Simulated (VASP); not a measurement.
Write the native input for VASP 6.6.1 that does the following.

```yaml
Task: single point
Functional: PBEsol
Potentials_or_basis: VASP PAW PBE potentials, release 64 (Li_sv)
Cutoff: 520 eV
k_mesh: 18 × 18 × 10
Occupations: fermi-dirac, width 0.1 eV
Spin: no spin polarisation
Dipole_correction: no
Further_INCAR_settings: ALGO = Normal; EDIFF = 1e-07; NBANDS = 10
```

The structure of Li lies in POSCAR:

```
Li
1.0
    2.5906312246      0.0000000000      0.0000000000
   -1.2953156123      2.2435524524      0.0000000000
    0.0000000000      0.0000000000      4.2702389820
Li
2
Direct
    0.3333333333      0.6666666667      0.2500000000
    0.6666666667      0.3333333333      0.7500000000
```

This isn't the form of Li at room conditions, which is bcc.

One way to write it, as run:

INCAR

```
PREC = Accurate ; ENCUT = 520
EDIFF = 1E-7 ; ISMEAR = -1
SIGMA = 0.1 ; LREAL = False
LASPH = True ; NELM = 60
ALGO = Normal ; ISIF = 2
LWAVE = False ; LCHARG = True
GGA = PS ; LELF = True
LVHAR = True ; NBANDS = 10
```

KPOINTS

```
regular mesh
0
Gamma
  18 18 10
```

Potentials or basis: VASP PAW PBE potentials, release 64 (Li_sv).

Launch:

```bash
$ cat potpaw_PBE.64/Li_sv/POTCAR > POTCAR
$ mpirun -np 1 vasp_std > vasp.out
```

It gave:

```
Band gap on the k mesh : zero (bands 3 and 4 overlap by 5.66 eV)
```

It took 60 s on 1 thread of Intel Xeon 8259CL, with other jobs on the host, peak memory 0.16 GiB.
